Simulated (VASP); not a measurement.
# Ag2Sn2Au (I4/mmm) in VASP: a series of runs

Ag2Sn2Au is run at these levels: r2SCAN, r2SCAN+D3(BJ)+U; tasks: single point.

Program: VASP 6.6.1. These are calculated values, not measurements. Logs are shortened: lines on timing, memory, paths and dates and some standing lists are left out, and cuts for length are marked.

## 1. The cell of the first run

The structure is tetragonal, space group I4/mmm (No. 139). The conventional cell has a = 4.465 Å, b = 4.465 Å, c = 11.216 Å, α = 90.00°, β = 90.00°, γ = 90.00°. Au (site symmetry 4/mmm) has 10 Sn at 3.43 to 4.27 Å and 8 Ag at 3.58 Å and 4 Au at 4.47 Å within 4.5 Å. Sn (site symmetry 4mm) has 1 Sn at 2.67 Å and 4 Ag at 2.67 Å and 4 Au at 3.43 Å within 3.5 Å. Within 3.6 Å of Ag (site symmetry -4m2) lie 4 Sn at 2.67 Å and 4 Ag at 3.16 Å and 4 Au at 3.58 Å.

## 2. Single point, r2SCAN

The input, POSCAR:

```
Ag2Sn2Au
1.0
    0.0000000000      4.4653330000      0.0000000000
    4.4653330000      0.0000000000      0.0000000000
    2.2326670000      2.2326670000     -5.6079610000
Au Sn Ag
1 2 2
Direct
    0.0000000000      0.0000000000      0.0000000000
    0.3810000000      0.3810000000      0.2380000000
    0.6190000000      0.6190000000      0.7620000000
    0.7500000000      0.2500000000      0.5000000000
    0.2500000000      0.7500000000      0.5000000000
```

The input, INCAR.step1:

```
SYSTEM = Ag2Sn2Au
PREC = Accurate ; ENCUT = 520
ISMEAR = -1 ; SIGMA = 0.0682
LREAL = .FALSE. ; LASPH = .TRUE.
NELM = 60 ; NBANDS = 38
GGA = PE ; ALGO = Normal
EDIFF = 1E-4 ; LWAVE = .TRUE.
LCHARG = .FALSE.
```

The input, INCAR.step2:

```
SYSTEM = Ag2Sn2Au
PREC = Accurate ; ENCUT = 520
EDIFF = 1E-6 ; ISMEAR = -1
SIGMA = 0.0682 ; LREAL = .FALSE.
LASPH = .TRUE. ; NELM = 60
ALGO = Normal ; ISIF = 2
LWAVE = .FALSE. ; LCHARG = .TRUE.
METAGGA = R2SCAN ; LMIXTAU = .TRUE.
LELF = .TRUE. ; LVHAR = .TRUE.
NBANDS = 38 ; ISTART = 1
```

The input, KPOINTS:

```
regular mesh
0
G
  4 4 4
  0 0 0
```

Potentials or basis: VASP PAW PBE potentials, release 64 (Au, Sn_d, Ag).

Command:

```
> cat potpaw_PBE.64/Au/POTCAR potpaw_PBE.64/Sn_d/POTCAR potpaw_PBE.64/Ag/POTCAR > POTCAR
> cp INCAR.step1 INCAR
> mpirun -np 1 vasp_std > vasp.out
> cp INCAR.step2 INCAR
> mpirun -np 1 vasp_std > vasp.out
```

OUTCAR:

```text
SYSTEM = Ag2Sn2Au
   PREC = Accurate
   ENCUT = 520
   EDIFF = 1E-6
   ISMEAR = -1
   LREAL = .FALSE.
   LASPH = .TRUE.
   NELM = 60
   ISIF = 2
   METAGGA = R2SCAN
   ISTART = 1

 ion  position               nearest neighbor table
   1  0.000  0.000  0.000-   3 3.43   2 3.43   3 3.43   2 3.43   2 3.43   3 3.43   3 3.43   2 3.43
                             4 3.58   5 3.58   5 3.58   4 3.58   5 3.58   4 3.58   5 3.58   4 3.58
   2  0.381  0.381  0.238-   3 2.67   5 2.67   4 2.67   4 2.67   5 2.67   1 3.43   1 3.43   1 3.43
                             1 3.43
   3  0.619  0.619  0.762-   2 2.67   4 2.67   5 2.67   4 2.67   5 2.67   1 3.43   1 3.43   1 3.43
                             1 3.43
   4  0.750  0.250  0.500-   2 2.67   3 2.67   3 2.67   2 2.67   5 3.16   5 3.16   5 3.16   5 3.16
                             1 3.58   1 3.58   1 3.58   1 3.58
   5  0.250  0.750  0.500-   2 2.67   3 2.67   3 2.67   2 2.67   4 3.16   4 3.16   4 3.16   4 3.16
                             1 3.58   1 3.58   1 3.58   1 3.58

  LATTYP: Found a body centered tetragonal cell.
 ALAT       =     4.4653330000
 C/A-ratio  =     2.5117772851

  Lattice vectors:

 A1 = (  -2.2326670000,   2.2326660000,   5.6079610000)
 A2 = (   2.2326660000,  -2.2326670000,   5.6079610000)
 A3 = (   2.2326670000,   2.2326670000,  -5.6079610000)

Analysis of symmetry for initial positions (statically):
=====================================================================
 Subroutine PRICEL returns:
 Original cell was already a primitive cell.

 Routine SETGRP: Setting up the symmetry group for a
 body centered tetragonal supercell.

 Subroutine GETGRP returns: Found 16 space group operations
 (whereof 16 operations were pure point group operations)
 out of a pool of 16 trial point group operations.

The static configuration has the point symmetry D_4h.

Analysis of symmetry for dynamics (positions and initial velocities):
=====================================================================
 Subroutine PRICEL returns:
 Original cell was already a primitive cell.

 Routine SETGRP: Setting up the symmetry group for a
 body centered tetragonal supercell.

 Subroutine GETGRP returns: Found 16 space group operations
 (whereof 16 operations were pure point group operations)
 out of a pool of 16 trial point group operations.

The dynamic configuration has the point symmetry D_4h.

 Subroutine INISYM returns: Found 16 space group operations
 (whereof 16 operations are pure point group operations),
 and found     1 'primitive' translations

----------------------------------------------------------------------------------------

                                     Primitive cell

  volume of cell :     111.8182

  direct lattice vectors                    reciprocal lattice vectors
     0.000000000  4.465333000  0.000000000     0.000000000  0.223947464  0.089158985
     4.465333000  0.000000000  0.000000000     0.223947464  0.000000000  0.089158985
     2.232667000  2.232667000 -5.607961000     0.000000000  0.000000000 -0.178317931

  length of vectors
     4.465333000  4.465333000  6.435746300     0.241043131  0.241043131  0.178317931

  position of ions in fractional coordinates (direct lattice)
     0.000000000  0.000000000  0.000000000
     0.381000000  0.381000000  0.238000000
     0.619000000  0.619000000  0.762000000
     0.750000000  0.250000000  0.500000000
     0.250000000  0.750000000  0.500000000

  ion indices of the primitive-cell ions
   primitive index   ion index
                 1           1
                 2           2
                 3           3
                 4           4
                 5           5

----------------------------------------------------------------------------------------

 KPOINTS: regular mesh

Automatic generation of k-mesh.
 Grid dimensions read from file:
 generate k-points for:    4    4    4

 Generating k-lattice:

  Cartesian coordinates                     Fractional coordinates (reciprocal lattice)
     0.000000000  0.055986866  0.022289746     0.250000000  0.000000000  0.000000000
     0.055986866  0.000000000  0.022289746     0.000000000  0.250000000  0.000000000
     0.000000000  0.000000000 -0.044579483     0.000000000  0.000000000  0.250000000

  Length of vectors
     0.060260783  0.060260783  0.044579483

  Shift w.r.t. Gamma in fractional coordinates (k-lattice)
     0.000000000  0.000000000  0.000000000

 Subroutine IBZKPT returns following result:
 ===========================================

 Found     13 irreducible k-points:

 Following reciprocal coordinates:
            Coordinates               Weight
  0.000000  0.000000  0.000000      1.000000
  0.250000  0.000000 -0.000000      8.000000
  0.500000  0.000000 -0.000000      4.000000
  0.250000  0.250000 -0.000000      8.000000
  0.500000  0.250000 -0.000000     16.000000
 -0.250000  0.250000  0.000000      4.000000
  0.500000  0.500000 -0.000000      2.000000
  0.000000  0.000000  0.250000      2.000000
  0.500000  0.000000  0.250000      4.000000
 -0.250000  0.000000  0.250000      8.000000
  0.500000  0.500000  0.250000      2.000000
 -0.250000 -0.250000  0.250000      4.000000
  0.000000  0.000000  0.500000      1.000000
   k-points           NKPTS =     13   k-points in BZ     NKDIM =     13   number of bands    NBANDS=     38
   number of dos      NEDOS =    301   number of ions     NIONS =      5
   total plane-waves  NPLWV =  62208
   dimension x,y,z NGX =    36 NGY =   36 NGZ =   48
   dimension x,y,z NGXF=    72 NGYF=   72 NGZF=   96
   ions per type =               1   2   2
   NGX,Y,Z   is equivalent  to a cutoff of  13.40, 13.40, 12.40 a.u.
   NGXF,Y,Z  is equivalent  to a cutoff of  26.81, 26.81, 24.80 a.u.
 SYSTEM =  Ag2Sn2Au
   PREC   = accura    normal or accurate (medium, high low for compatibility)
   ISTART =      1    job   : 0-new  1-cont  2-samecut
   ICHARG =      0    charge: 1-file 2-atom 10-const
   ISPIN  =      1    spin polarized calculation?
   LNONCOLLINEAR =      F non collinear calculations
   LSORBIT =      F    spin-orbit coupling
   LASPH  =      T    aspherical Exc in radial PAW
   ENCUT  =  520.0 eV  38.22 Ry    6.18 a.u.   8.30  8.30 11.97*2*pi/ulx,y,z
   NELM   =     60;   NELMIN=  2; NELMDL=  0     # of ELM steps
   EDIFF  = 0.1E-05   stopping-criterion for ELM
   LREAL  =      F    real-space projection
[... 7 lines left out ...]
   TEBEG  =    0.0;   TEEND  =   0.0 temperature during run
   PSTRESS=    0.0 pullay stress
   NELECT =      61.0000    total number of electrons
   NUPDOWN=      -1.0000    fix difference up-down
   EMIN   =  10.00;   EMAX   =-10.00  energy-range for DOS
   EFERMI =   0.00;   METHOD = LEGACY
   ISMEAR =    -1;   SIGMA  =   0.07  broadening in eV -4-tet -1-fermi 0-gaus
   EFERMI_NEDOS =   21; number of points for ismear=-14 and -15
   IALGO  =     38    algorithm
   IMIX   =      4    mixing-type and parameters
     AMIX     =   0.40;   BMIX     =  1.00
     AMIX_MAG =   1.60;   BMIX_MAG =  1.00
  volume/ion in A,a.u.               =      22.36       150.92
  Fermi-wavevector in a.u.,A,eV,Ry     =   1.337665  2.527819 24.345536  1.789346
  Thomas-Fermi vector in A             =   2.466196
   LORBIT       =      0    0 simple, 1 ext, 2 COOP (PROOUT), +10 PAW based schemes
   METAGGA = R2SCAN    functional components
   LHFCALC =     F    Hartree Fock is set to
   AEXX    =    0.0000 exact exchange contribution
   IVDW    =     0    specifies the selected vdW correction
   LEPSILON=     F    determine dielectric tensor
   LRPA    =     F    only Hartree local field effects (RPA)
 non-spin polarized calculation
  energy-cutoff  :      520.00
  volume of cell :      111.82
 maximum number of plane-waves:      3036
 NGX is ok and might be reduce to    36
   NGX = 17   NGY = 17   NGZ = 23

 number of electron      61.0000002 magnetization

 Free energy of the ion-electron system (eV)
  ---------------------------------------------------
  ext. energy  EPLUGINS =         0.00000000
  ---------------------------------------------------
  free energy    TOTEN  =      -140.76354880 eV

  energy without entropy =     -140.75123946  energy(sigma->0) =     -140.75739413

 E-fermi :   7.5091     XC(G=0): -11.7042

 val. band max:        7.2814803015   @ k =  -0.2500  -0.2500   0.2500
 cond. band min:       7.6832706152   @ k =   0.5000   0.2500  -0.0000
 fundamental gap:      0.4017903137
 Fermi energy:         7.5090500225

 k-point     1 :       0.0000    0.0000    0.0000
  band No.  band energies     occupation
      1     -15.0114      2.00000
      2     -14.8406      2.00000
      3     -14.8406      2.00000
      4     -14.7914      2.00000
      5     -14.7719      2.00000
      6     -14.7461      2.00000
[... 30 lines left out ...]
     37      14.7090      0.00000
     38      14.7090      0.00000

 k-point     2 :       0.2500    0.0000   -0.0000
  band No.  band energies     occupation
      1     -15.0106      2.00000
      2     -14.8456      2.00000
      3     -14.8425      2.00000
      4     -14.7902      2.00000
      5     -14.7676      2.00000
      6     -14.7444      2.00000
[... 30 lines left out ...]
     37      13.2604      0.00000
     38      14.2319      0.00000

 k-point     3 :       0.5000    0.0000   -0.0000
  band No.  band energies     occupation
      1     -15.0098      2.00000
      2     -14.8507      2.00000
      3     -14.8444      2.00000
      4     -14.7888      2.00000
      5     -14.7635      2.00000
      6     -14.7425      2.00000
[... 30 lines left out ...]
     37      13.4206      0.00000
[... 330 lines left out ...]
 k-point    12 :      -0.2500   -0.2500    0.2500
  band No.  band energies     occupation
      1     -15.0103      2.00000
      2     -14.8517      2.00000
      3     -14.8458      2.00000
      4     -14.7905      2.00000
      5     -14.7618      2.00000
      6     -14.7404      2.00000
[... 30 lines left out ...]
     37      13.0267      0.00000
     38      14.0838      0.00000

 k-point    13 :       0.0000    0.0000    0.5000
  band No.  band energies     occupation
      1     -15.0133      2.00000
      2     -14.8466      2.00000
      3     -14.8465      2.00000
      4     -14.7983      2.00000
      5     -14.7651      2.00000
      6     -14.7361      2.00000
[... 30 lines left out ...]
     37      12.9300      0.00000
     38      12.9300      0.00000

------------------------ aborting loop because EDIFF is reached ----------------------------------------

  FORCE on cell =-STRESS in cart. coord.  units (eV):
  Direction    XX          YY          ZZ          XY          YZ          ZX
  --------------------------------------------------------------------------------------
  -------------------------------------------------------------------------------------
  Total        2.6473790      2.6473790      5.0892938      0.0000000     -0.0000005     -0.0000005
  in kB       37.9327224     37.9327224     72.9214706      0.0000000     -0.0000065     -0.0000065
  external PRESSURE =      49.5956384 kB  Pullay stress =       0.0000000 kB

 VOLUME and BASIS-vectors are now :
 -----------------------------------------------------------------------------
  energy-cutoff  :      520.00
  volume of cell :      111.82
      direct lattice vectors                 reciprocal lattice vectors
     0.000000000  4.465333000  0.000000000     0.000000000  0.223947464  0.089158985
     4.465333000  0.000000000  0.000000000     0.223947464  0.000000000  0.089158985
     2.232667000  2.232667000 -5.607961000     0.000000000  0.000000000 -0.178317931

 POSITION                                       TOTAL-FORCE (eV/Angst)
 -----------------------------------------------------------------------------------
      0.00000      0.00000      0.00000         0.000000      0.000000      0.000000
      2.23267      2.23267     -1.33469        -0.000000     -0.000000      0.683860
      4.46533      4.46533     -4.27327         0.000000      0.000000     -0.683860
      2.23267      4.46533     -2.80398        -0.000000      0.000000      0.000000
      4.46533      2.23267     -2.80398         0.000000     -0.000000      0.000000
 -----------------------------------------------------------------------------------
    total drift:                                0.000000      0.000000     -0.000000

  FREE ENERGIE OF THE ION-ELECTRON SYSTEM (eV)
  ---------------------------------------------------
  free  energy   TOTEN  =      -140.7635488034 eV

  energy  without entropy=     -140.7512394576  energy(sigma->0) =     -140.75739413
```

Wall time 3 min (1 thread of Intel Xeon 8259CL, shared host); peak memory 0.28 GiB.

What came out:

- Free energy: -140.7635 eV
- Pressure: 5.0 GPa
- Largest force: 0.684 eV/Å
- Band gap on the k mesh: zero (an odd number of electrons rules out a gap without spin polarisation)

Forces in eV/Å, atoms in the order of the input:
```
Au   0.000  0.000  0.000
Sn   0.000  0.000  0.684
Sn   0.000  0.000 -0.684
Ag   0.000  0.000  0.000
Ag   0.000  0.000  0.000
```

Caveat: the k points lie up to 0.38 Å⁻¹ apart, too coarse for converged energies and pressures of a metal; the PAW data sets were made with another functional, which shifts forces and pressure a little; spin-orbit coupling is left out, which moves the levels of the heavy elements.

(Continued in part 2 of 2.)
